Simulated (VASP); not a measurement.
Write the native input for VASP 6.6.1 that does the following.

```
Task                   : single point
Functional             : PBE
Potentials or basis    : VASP PAW PBE potentials, release 64 (Sc_sv, B, P)
Cutoff                 : 520 eV
k mesh                 : 6 × 6 × 4
Occupations            : gaussian, width 0.1 eV
Spin                   : no spin polarisation
Dipole correction      : no
Further INCAR settings : ALGO = Normal; EDIFF = 1e-06; NBANDS = 25
```

The structure of ScB2P3 lies in POSCAR:

```
ScB2P3
1.0
    3.3525174371      0.0000000000      0.0000000000
    0.0000000000      3.3525174371      0.0000000000
    0.0000000000      0.0000000000      6.7758350686
Sc B P
1 2 3
Direct
    0.0000000000      0.0000000000      0.6522811294
    0.5000000000      0.5000000000      0.6765053198
    0.0000000000      0.0000000000      0.2865990985
    0.5000000000      0.0000000000      0.9918628237
    0.0000000000      0.5000000000      0.9918628237
    0.5000000000      0.5000000000      0.4008878449
```

The cell was generated, and may not be a known phase.

The input as run:

INCAR

```
ALGO     = Normal         # electronic algorithm
EDIFF    = 1E-6           # SCF threshold, eV
ENCUT    = 520            # plane-wave cutoff, eV
GGA      = PE             # functional
ISIF     = 2              # what is computed and relaxed
ISMEAR   = 0              # smearing method
LASPH    = T              # aspherical terms in the spheres
LCHARG   = T              # write CHGCAR
LELF     = T              # ELF
LREAL    = F              # projectors in reciprocal space
LVHAR    = T            
LWAVE    = F              # write WAVECAR
NBANDS   = 25             # bands
NELM     = 100            # most SCF steps
PREC     = Accurate       # precision mode
SIGMA    = 0.1            # smearing width, eV
```

KPOINTS

```
k-points
0
Gamma
  6 6 4
```

Potentials or basis: VASP PAW PBE potentials, release 64 (Sc_sv, B, P).

Command:

```bash
$ cat potpaw_PBE.64/Sc_sv/POTCAR potpaw_PBE.64/B/POTCAR potpaw_PBE.64/P/POTCAR > POTCAR
$ mpirun -np 1 vasp_std > vasp.out
```

It gave:

The pressure is 0.1 GPa and the largest force is 0.009 eV/Å. The band gap on the k mesh is zero (bands 16 and 17 overlap by 1.59 eV).

It took 63 s on 1 thread of Oxide Virtual Turin-like Processor (shared host), peak memory 0.18 GiB.
